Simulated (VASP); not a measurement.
Here is a VASP 6.6.1 calculation.

The input INCAR:

```
SYSTEM = Tm
PREC = Accurate
ENCUT = 600
EDIFF = 1E-7
ISMEAR = -1
SIGMA = 0.05
LREAL = .False.
LASPH = .True.
NELM = 150
ALGO = Normal
ISIF = 3
LWAVE = .False.
LCHARG = .False.
ISPIN = 2
MAGMOM = 2
LORBIT = 11
LMAXMIX = 6
GGA = PE
IBRION = 2
NSW = 100
EDIFFG = -0.005
```

File KPOINTS:

```
regular mesh
0
Gamma
  15 15 15
  0 0 0
```

The input POSCAR:

```
Tm
1.0
    0.0000000000      2.2903468417      2.2903468417
    2.2903468417      0.0000000000      2.2903468417
    2.2903468417      2.2903468417      0.0000000000
Tm
1
Direct
    0.0000000000      0.0000000000      0.0000000000
```

Potentials or basis: VASP PAW PBE potentials, release 64 (Tm).

Launch:

```bash
$ cat potpaw_PBE.64/Tm/POTCAR > POTCAR
$ mpirun -np 1 vasp_std > vasp.out
```

Task: Predict the band gap on the k mesh.

Result: Zero (filled and empty bands overlap).

Task: What does it give for the net moment?

Result: -1.01 μB per cell.

Task: Predict the relaxed volume.

Result: 34.13 Å³/atom.

Task: Estimate the space group after relaxing (to 0.1 Å).

Result: Fm-3m (No. 225).

Step by step:
```tsv
step	energy change (eV)	largest force (eV/Å)	pressure (GPa)	volume (Å³)
1	0.0000	0.0000	14.14	24.03
2	-0.3266	0.0000	1.63	32.18
3	-0.3349	0.0000	0.23	33.84
4	-0.3351	0.0000	0.02	34.13
```

Caveat: the magnetic or orbital state may not be the lowest; the volume moved by over 15 % at a fixed basis, so the end points are rough; spin-orbit coupling is left out, which moves the levels of the heavy elements; semilocal functionals describe open f shells poorly, which spoils levels, moments and volumes. The state reached can hang on the start; a lower one may exist.
